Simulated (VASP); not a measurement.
AgBr, 2 atoms in the cell. The structure is cubic, space group Fm-3m (No. 225). The conventional cell has a = 5.784 Å, b = 5.784 Å, c = 5.784 Å, α = 90.00°, β = 90.00°, γ = 90.00°. Within 3.8 Å of Ag (site symmetry m-3m) lie 6 Br at 2.89 Å. Br (site symmetry m-3m) has 6 Ag at 2.89 Å within 3.8 Å. 

- Program: VASP 6.6.1
- Task: electric field gradients
- Functional: LDA
- Potentials or basis: VASP PAW LDA potentials, release 64 (Ag, Br)
- Cutoff: 400 eV
- k mesh: 7 × 7 × 7
- Occupations: fermi-dirac, width 0.02 eV
- Spin: no spin polarisation
- Dipole correction: no
- Further INCAR settings: ALGO = Normal; EDIFF = 1e-08; NBANDS = 16

Potentials or basis: VASP PAW LDA potentials, release 64 (Ag, Br).

Command:

```sh
$ cat potpaw_LDA.64/Ag/POTCAR potpaw_LDA.64/Br/POTCAR > POTCAR
$ mpirun -np 1 vasp_std > vasp.out
```

Hardware: 1 thread of AMD EPYC 7R13 Processor (Zen 3), with other jobs on the host.

Task: Estimate the wall time of this run.

Result: Run time: 9.1 s on 1 thread of AMD EPYC 7R13 Processor (Zen 3), on a shared host, peak memory 0.11 GiB. Counts: scf iterations 13, k points 20.
